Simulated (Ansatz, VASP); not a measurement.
## One calculation of Te2P, two programs

```xyz
3
Lattice="5.3151 0.0000 0.0000 -2.6576 4.6030 0.0000 0.0000 0.0000 3.0519" Properties=species:S:1:pos:R:3 pbc="T T T"
Te    0.0000    3.0687    1.5259
Te    2.6576    1.5343    1.5259
P     0.0000    0.0000    0.0000
```

Alike in both runs: functional PBE; k mesh 9 × 9 × 14; occupations gaussian, width 0.1 eV; no spin polarisation.

Ansatz relaxed the structure, and its values are those at the end. VASP's run is a single point on that final structure, the one shown.

|  | VASP | Ansatz |
| --- | --- | --- |
| version | VASP 6.6.1 | Ansatz 0.2.0 |
| potentials or method | VASP PAW PBE potentials, release 64 (Te, P), cutoff 520 eV | scalar-relativistic, plane waves, PAW |
| valence electrons in the cell | 17 | 37 |

|  | VASP | Ansatz | Ansatz less VASP |
| --- | --- | --- | --- |
| gap on the k mesh at the Fermi level (eV) | none | none | - |
| pressure (GPa) | -0.1 | 0.0 | +0.08 |

A gap of «none» marks a metal or a gap that the smearing closes. VASP's potentials hold 17 valence electrons a cell and Ansatz's 37, so a difference there can come from the potentials and not from the codes.

Neither program's run includes spin-orbit coupling.
